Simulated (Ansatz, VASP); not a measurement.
## PbF2: VASP beside Ansatz

Contents of INCAR:

```
SYSTEM = PbF2
PREC = Accurate
ENCUT = 520
EDIFF = 1E-8
ISMEAR = -1
SIGMA = 0.03
LREAL = .FALSE.
LASPH = .TRUE.
NELM = 100
ALGO = Normal
ISIF = 2
LWAVE = .FALSE.
LCHARG = .FALSE.
GGA = CA
LEFG = .TRUE.
NBANDS = 21
```

The input KPOINTS:

```
Automatic mesh
0
G
  7 7 7
  0 0 0
```

File POSCAR:

```
PbF2
1.0
    0.0000000000      2.9895184540      2.9895184540
    2.9895184540      0.0000000000      2.9895184540
    2.9895184540      2.9895184540      0.0000000000
Pb F
1 2
Direct
    0.0000000000      0.0000000000      0.0000000000
    0.2500000000      0.2500000000      0.2500000000
    0.7500000000      0.7500000000      0.7500000000
```

Input for Ansatz:

```yaml
crystal:
  lattice:
    - [0.0, 2.989518454, 2.989518454]
    - [2.989518454, 0.0, 2.989518454]
    - [2.989518454, 2.989518454, 0.0]
  atoms:
    - { symbol: Pb, position: [0.0, 0.0, 0.0] }
    - { symbol: F, position: [0.25, 0.25, 0.25] }
    - { symbol: F, position: [0.75, 0.75, 0.75] }
kpoints:
  mp_grid: { grid: [7, 7, 7] }
scf:
  occupations: { method: fermi_dirac, width: 0.03 }
hamiltonian:
  xc: lda
  pseudopotentials: { kind: paw }
output:
  forces: true
  stress: true
  eigenvalues: true
  efg: { contact_densities: true }
  write_density: true
  write_potential: true
  elf: true
  volumetric_format: npy
```

Change from the starting cell: volume scaled by 1.02, PAW files.

Alike in both runs: task electric field gradients; functional LDA; k mesh 7 × 7 × 7; occupations fermi-dirac, width 0.03 eV; no spin polarisation.

```csv
,VASP,Ansatz
version,VASP 6.6.1,Ansatz 0.2.0
potentials or method,"VASP PAW LDA potentials, release 64 (Pb_d, F)","PAW with Ansatz's default frozen-core files, scalar-relativistic"
plane-wave cutoff (eV),520,420
valence electrons in the cell,28,28
```

|  | VASP | Ansatz | Ansatz less VASP |
| --- | --- | --- | --- |
| gap on the k mesh at the Fermi level (eV) | 4.26 | 4.30 | +0.039 |
| pressure (GPa) | -6.1 | -6.1 | +0.02 |

LDA's correlation is that of Perdew and Zunger in VASP and of Perdew and Wang (1992) in Ansatz.

Spin-orbit coupling is off throughout.
